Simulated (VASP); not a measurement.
# Sb (Pm-3m) in VASP: a series of runs

Sb is run at these levels: PBE0; tasks: single point.

Program: VASP 6.6.1. These are calculated values, not measurements. Logs are shortened: lines on timing, memory, paths and dates and some standing lists are left out, and cuts for length are marked.

### Step 1. The cell of the first run

Symmetry: Pm-3m, No. 221, cubic system. Conventional cell: a = 3.095 Å, b = 3.095 Å, c = 3.095 Å, α = 90.00°, β = 90.00°, γ = 90.00°. Sb (site symmetry m-3m) has 6 Sb at 3.10 Å within 4.1 Å.

### Step 2. Single point, PBE0

Input file POSCAR:

```
Sb
1.0
    3.0954921035      0.0000000000      0.0000000000
    0.0000000000      3.0954921035      0.0000000000
    0.0000000000      0.0000000000      3.0954921035
Sb
1
Direct
    0.0000000000      0.0000000000      0.0000000000
```

Input file INCAR.step1:

```
PREC     = Accurate       # precision mode
ENCUT    = 520            # plane-wave cutoff, eV
EDIFF    = 1E-5           # SCF threshold, eV
ISMEAR   = -1             # smearing method
SIGMA    = 0.05           # smearing width, eV
LREAL    = False          # projectors in reciprocal space
LASPH    = True           # aspherical terms in the spheres
NELM     = 80             # most SCF steps
ALGO     = Normal         # electronic algorithm
ISIF     = 2              # what is computed and relaxed
LWAVE    = True           # write WAVECAR
GGA      = PE             # functional
NBANDS   = 8              # bands
```

Input file INCAR.step2:

```
PREC     = Accurate       # precision mode
ENCUT    = 520            # plane-wave cutoff, eV
EDIFF    = 1E-7           # SCF threshold, eV
ISMEAR   = -1             # smearing method
SIGMA    = 0.05           # smearing width, eV
LREAL    = False          # projectors in reciprocal space
LASPH    = True           # aspherical terms in the spheres
NELM     = 80             # most SCF steps
ALGO     = Normal         # electronic algorithm
ISIF     = 2              # what is computed and relaxed
LWAVE    = False          # write WAVECAR
LCHARG   = True           # write CHGCAR
GGA      = PE             # functional
LHFCALC  = True           # exact exchange
AEXX     = 0.25           # exact-exchange fraction
PRECFOCK = Normal       
LELF     = True           # ELF
LVHAR    = True         
ISTART   = 1            
NBANDS   = 8              # bands
```

Input file KPOINTS:

```
regular mesh
0
Gamma
  4 4 4
```

Potentials or basis: VASP PAW PBE potentials, release 64 (Sb).

On the command line:

```sh
cat potpaw_PBE.64/Sb/POTCAR > POTCAR
cp INCAR.step1 INCAR
mpirun -np 1 vasp_std > vasp.out
cp INCAR.step2 INCAR
mpirun -np 1 vasp_std > vasp.out
```

OUTCAR:

```text
PREC = Accurate
   ENCUT = 520
   EDIFF = 1E-7
   ISMEAR = -1
   LREAL = False
   LASPH = True
   NELM = 80
   ISIF = 2
   GGA = PE
   LHFCALC = True
   AEXX = 0.25
   PRECFOCK = Normal
   ISTART = 1

 ion  position               nearest neighbor table
   1  0.000  0.000  0.000-

  LATTYP: Found a simple cubic cell.
 ALAT       =     3.0954921035

  Lattice vectors:

 A1 = (   3.0954921035,   0.0000000000,   0.0000000000)
 A2 = (   0.0000000000,   3.0954921035,   0.0000000000)
 A3 = (   0.0000000000,   0.0000000000,   3.0954921035)

Analysis of symmetry for initial positions (statically):
=====================================================================
 Subroutine PRICEL returns:
 Original cell was already a primitive cell.

 Routine SETGRP: Setting up the symmetry group for a
 simple cubic supercell.

 Subroutine GETGRP returns: Found 48 space group operations
 (whereof 48 operations were pure point group operations)
 out of a pool of 48 trial point group operations.

The static configuration has the point symmetry O_h .

Analysis of symmetry for dynamics (positions and initial velocities):
=====================================================================
 Subroutine PRICEL returns:
 Original cell was already a primitive cell.

 Routine SETGRP: Setting up the symmetry group for a
 simple cubic supercell.

 Subroutine GETGRP returns: Found 48 space group operations
 (whereof 48 operations were pure point group operations)
 out of a pool of 48 trial point group operations.

The dynamic configuration has the point symmetry O_h .

 Subroutine INISYM returns: Found 48 space group operations
 (whereof 48 operations are pure point group operations),
 and found     1 'primitive' translations

----------------------------------------------------------------------------------------

                                     Primitive cell

  volume of cell :      29.6612

  direct lattice vectors                    reciprocal lattice vectors
     3.095492103  0.000000000  0.000000000     0.323050412  0.000000000  0.000000000
     0.000000000  3.095492103  0.000000000     0.000000000  0.323050412  0.000000000
     0.000000000  0.000000000  3.095492103     0.000000000  0.000000000  0.323050412

  length of vectors
     3.095492103  3.095492103  3.095492103     0.323050412  0.323050412  0.323050412

  position of ions in fractional coordinates (direct lattice)
     0.000000000  0.000000000  0.000000000

  ion indices of the primitive-cell ions
   primitive index   ion index
                 1           1

----------------------------------------------------------------------------------------

 KPOINTS: regular mesh

Automatic generation of k-mesh.
 Grid dimensions read from file:
 generate k-points for:    4    4    4

 Generating k-lattice:

  Cartesian coordinates                     Fractional coordinates (reciprocal lattice)
     0.080762603  0.000000000  0.000000000     0.250000000  0.000000000  0.000000000
     0.000000000  0.080762603  0.000000000     0.000000000  0.250000000  0.000000000
     0.000000000  0.000000000  0.080762603     0.000000000  0.000000000  0.250000000

  Length of vectors
     0.080762603  0.080762603  0.080762603

  Shift w.r.t. Gamma in fractional coordinates (k-lattice)
     0.000000000  0.000000000  0.000000000

 Subroutine IBZKPT returns following result:
 ===========================================

 Found     10 irreducible k-points:

 Following reciprocal coordinates:
            Coordinates               Weight
  0.000000  0.000000  0.000000      1.000000
  0.250000  0.000000  0.000000      6.000000
  0.500000  0.000000  0.000000      3.000000
  0.250000  0.250000  0.000000     12.000000
  0.500000  0.250000  0.000000     12.000000
  0.500000  0.500000  0.000000      3.000000
  0.250000  0.250000  0.250000      8.000000
  0.500000  0.250000  0.250000     12.000000
  0.500000  0.500000  0.250000      6.000000
  0.500000  0.500000  0.500000      1.000000
   k-points           NKPTS =     10   k-points in BZ     NKDIM =     64   number of bands    NBANDS=      8
   number of dos      NEDOS =    301   number of ions     NIONS =      1
   total plane-waves  NPLWV =  13824
   dimension x,y,z NGX =    24 NGY =   24 NGZ =   24
   dimension x,y,z NGXF=    48 NGYF=   48 NGZF=   48
   ions per type =               1
   NGX,Y,Z   is equivalent  to a cutoff of  12.89, 12.89, 12.89 a.u.
   NGXF,Y,Z  is equivalent  to a cutoff of  25.78, 25.78, 25.78 a.u.
 SYSTEM =  unknown system
   PREC   = accura    normal or accurate (medium, high low for compatibility)
   ISTART =      1    job   : 0-new  1-cont  2-samecut
   ICHARG =      0    charge: 1-file 2-atom 10-const
   ISPIN  =      1    spin polarized calculation?
   LNONCOLLINEAR =      F non collinear calculations
   LSORBIT =      F    spin-orbit coupling
   LASPH  =      T    aspherical Exc in radial PAW
   ENCUT  =  520.0 eV  38.22 Ry    6.18 a.u.   5.76  5.76  5.76*2*pi/ulx,y,z
   NELM   =     80;   NELMIN=  2; NELMDL=  0     # of ELM steps
   EDIFF  = 0.1E-06   stopping-criterion for ELM
   LREAL  =      F    real-space projection
   EDIFFG = 0.1E-05   stopping-criterion for IOM
   NSW    =      0    number of steps for IOM
   IBRION =     -1    ionic relax: 0-MD 1-quasi-New 2-CG
   NFREE  =      0    steps in history (QN), initial steepest desc. (CG)
   ISIF   =      2    stress and relaxation
   ISYM   =      3    0-nonsym 1-usesym 2-fastsym
   POTIM  = 0.5000    time-step for ionic-motion
   TEBEG  =    0.0;   TEEND  =   0.0 temperature during run
   PSTRESS=    0.0 pullay stress
   NELECT =       5.0000    total number of electrons
   NUPDOWN=      -1.0000    fix difference up-down
   EMIN   =  10.00;   EMAX   =-10.00  energy-range for DOS
   EFERMI =   0.00;   METHOD = LEGACY
   ISMEAR =    -1;   SIGMA  =   0.05  broadening in eV -4-tet -1-fermi 0-gaus
   EFERMI_NEDOS =   21; number of points for ismear=-14 and -15
   IALGO  =     38    algorithm
   IMIX   =      1    mixing-type and parameters
     AMIX     =   0.40;   BMIX     =  1.00
     AMIX_MAG =   1.60;   BMIX_MAG =  1.00
  volume/ion in A,a.u.               =      29.66       200.16
  Fermi-wavevector in a.u.,A,eV,Ry     =   0.904347  1.708968 11.127438  0.817844
  Thomas-Fermi vector in A             =   2.027783
   LORBIT       =      0    0 simple, 1 ext, 2 COOP (PROOUT), +10 PAW based schemes
   GGA     = PE    functional components
   LHFCALC =     T    Hartree Fock is set to
   PRECFOCK=normal    Normal, Fast or Accurate (Low or Medium for compatibility)
   ENCUT4O =  -1.0   cutoff for four orbital integrals eV
   NKREDX  =     1    reduce k-point grid by
   NKREDY  =     1    reduce k-point grid by
   NKREDZ  =     1    reduce k-point grid by
   AEXX    =    0.2500 exact exchange contribution
   HFSCREEN=    0.0000 screening length (either q_TF or 0.3 A-1)
   HFSCREENC=   0.0000 screening length for correlation (either q_TF or 0.3 A-1)
   ENCUTFOCK=  -1.0 apply spherical cutoff to Coloumb kernel
   IVDW    =     0    specifies the selected vdW correction
   LEPSILON=     F    determine dielectric tensor
   LRPA    =     F    only Hartree local field effects (RPA)
 non-spin polarized calculation
  energy-cutoff  :      520.00
  volume of cell :       29.66
 maximum number of plane-waves:       840
 NGX is ok and might be reduce to    24
  NGX = 18; NGY = 18; NGZ = 18

 number of electron       4.9999999 magnetization

 Free energy of the ion-electron system (eV)
  ---------------------------------------------------
  ext. energy  EPLUGINS =         0.00000000
  ---------------------------------------------------
  free energy    TOTEN  =        -5.17353677 eV

  energy without entropy =       -5.16502940  energy(sigma->0) =       -5.16928308

 E-fermi :   7.4405     XC(G=0):  -7.6688

 val. band max:        5.9497299879   @ k =   0.2500   0.2500   0.2500
 cond. band min:       7.5211796175   @ k =   0.5000   0.2500   0.0000
 fundamental gap:      1.5714496295
 Fermi energy:         7.4405376495

 k-point     1 :       0.0000    0.0000    0.0000
  band No.  band energies     occupation
      1      -7.2786      2.00000
      2      11.0886      0.00000
      3      11.0886      0.00000
      4      11.0886      0.00000
      5      14.7233      0.00000
      6      14.7233      0.00000
      7      16.3321      0.00000
      8      25.7499      0.00000

 k-point     2 :       0.2500    0.0000    0.0000
  band No.  band energies     occupation
      1      -6.2992      2.00000
      2       4.2973      2.00000
      3      12.0270      0.00000
      4      12.0270      0.00000
      5      15.4942      0.00000
      6      16.5931      0.00000
      7      21.9192      0.00000
      8      22.1810      0.00000

 k-point     3 :       0.5000    0.0000    0.0000
  band No.  band energies     occupation
      1      -4.5501      2.00000
      2       0.1572      2.00000
      3      13.4091      0.00000
      4      13.4091      0.00000
      5      16.9621      0.00000
      6      18.8546      0.00000
      7      19.5670      0.00000
      8      19.5670      0.00000

 k-point     4 :       0.2500    0.2500    0.0000
  band No.  band energies     occupation
      1      -5.3102      2.00000
      2       4.9915      2.00000
      3       5.6643      2.00000
      4      12.9756      0.00000
      5      16.1166      0.00000
      6      17.1952      0.00000
      7      22.2198      0.00000
      8      22.8177      0.00000

 k-point     5 :       0.5000    0.2500    0.0000
  band No.  band energies     occupation
      1      -3.5213      2.00000
      2       1.1091      2.00000
      3       7.5212      0.33239
      4      13.0769      0.00000
      5      14.3560      0.00000
      6      18.9087      0.00000
      7      20.2492      0.00000
      8      20.2609      0.00000

 k-point     6 :       0.5000    0.5000    0.0000
  band No.  band energies     occupation
      1      -1.5061      2.00000
      2       2.5475      2.00000
      3       2.5475      2.00000
      4       9.8653      0.00000
      5      15.7036      0.00000
      6      21.0512      0.00000
      7      21.4960      0.00000
      8      21.5290      0.00000

 k-point     7 :       0.2500    0.2500    0.2500
  band No.  band energies     occupation
      1      -4.3136      2.00000
      2       5.9497      2.00000
      3       5.9497      2.00000
      4       7.8037      0.00140
      5      16.8378      0.00000
      6      17.4811      0.00000
      7      17.4811      0.00000
      8      22.8964      0.00000

 k-point     8 :       0.5000    0.2500    0.2500
  band No.  band energies     occupation
      1      -2.4854      2.00000
      2       2.0522      2.00000
      3       8.0485      0.00001
      4       9.2511      0.00000
      5      13.5359      0.00000
      6      14.4562      0.00000
      7      18.8119      0.00000
      8      22.0687      0.00000

 k-point     9 :       0.5000    0.5000    0.2500
  band No.  band energies     occupation
      1      -0.4349      2.00000
      2       3.4520      2.00000
      3       3.4520      2.00000
      4      10.2316      0.00000
      5      10.7810      0.00000
      6      15.6968      0.00000
      7      15.6968      0.00000
      8      18.7225      0.00000

 k-point    10 :       0.5000    0.5000    0.5000
  band No.  band energies     occupation
      1       1.9277      2.00000
      2       4.7386      2.00000
      3       4.7386      2.00000
      4       4.7386      2.00000
      5      12.6834      0.00000
      6      12.6834      0.00000
      7      12.6834      0.00000
      8      14.9943      0.00000

------------------------ aborting loop because EDIFF is reached ----------------------------------------

  FORCE on cell =-STRESS in cart. coord.  units (eV):
  Direction    XX          YY          ZZ          XY          YZ          ZX
  --------------------------------------------------------------------------------------
  -------------------------------------------------------------------------------------
  Total       -0.7352070     -0.7352070     -0.7352070     -0.0000000      0.0000000     -0.0000000
  in kB      -39.7128576    -39.7128576    -39.7128576     -0.0000000      0.0000000     -0.0000000
  external PRESSURE =     -39.7128576 kB  Pullay stress =       0.0000000 kB

 VOLUME and BASIS-vectors are now :
 -----------------------------------------------------------------------------
  energy-cutoff  :      520.00
  volume of cell :       29.66
      direct lattice vectors                 reciprocal lattice vectors
     3.095492103  0.000000000  0.000000000     0.323050412  0.000000000  0.000000000
     0.000000000  3.095492103  0.000000000     0.000000000  0.323050412  0.000000000
     0.000000000  0.000000000  3.095492103     0.000000000  0.000000000  0.323050412

 POSITION                                       TOTAL-FORCE (eV/Angst)
 -----------------------------------------------------------------------------------
      0.00000      0.00000      0.00000         0.000000      0.000000      0.000000
 -----------------------------------------------------------------------------------
    total drift:                               -0.000000     -0.000000     -0.000000

  FREE ENERGIE OF THE ION-ELECTRON SYSTEM (eV)
  ---------------------------------------------------
  free  energy   TOTEN  =        -5.1735367655 eV

  energy  without entropy=       -5.1650293973  energy(sigma->0) =       -5.16928308
```

Wall time 2.7 min (1 thread of AMD EPYC 7R13, shared host); peak memory 0.11 GiB.

What came out:

- Free energy: -5.1735 eV
- Pressure: -4.0 GPa

Caveat: the k points lie up to 0.51 Å⁻¹ apart; the PAW data sets were made with another functional, which shifts forces and pressure a little; spin-orbit coupling is left out, which moves the levels of the heavy elements.

(Part 1 of 2 ends here.)
